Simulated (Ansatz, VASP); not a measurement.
## One calculation of MgIn2N2, two programs

```
Mg In N
1.0
     1.64755    0.95121    7.67203
    -1.64755    0.95121    7.67203
     0.00000   -1.90242    7.67203
Mg In N
1 2 2
Direct
  0.00000 0.00000 0.00000
  0.43941 0.43941 0.43941
  0.56059 0.56059 0.56059
  0.27688 0.27688 0.27688
  0.72312 0.72312 0.72312
```

Alike in both runs: functional PBEsol; k mesh 12 × 12 × 12; occupations gaussian, width 0.01 eV; no spin polarisation.

Ansatz relaxed the structure, and its values are those at the end. VASP's run is a single point on that final structure, the one shown.

```csv
,VASP,Ansatz
version,VASP 6.6.1,Ansatz 0.2.0
potentials or method,"VASP PAW PBE potentials, release 64 (Mg, In_d, N), cutoff 520 eV","scalar-relativistic, plane waves, PAW"
valence electrons in the cell,38,46
```

|  | VASP | Ansatz | Ansatz less VASP |
| --- | --- | --- | --- |
| gap on the k mesh at the Fermi level (eV) | 0.25 | 0.25 | +0.003 |
| least direct gap on the mesh (eV) | 0.32 | 0.32 | +0.004 |
| pressure (GPa) | 0.0 | 0.0 | +0.03 |
| rms of the force components (eV/Å) | 0.013 | 0.000 | -0.0132 |

VASP's potentials were made for PBE, not for PBEsol. VASP's potentials hold 38 valence electrons a cell and Ansatz's 46, so a difference there can come from the potentials and not from the codes.
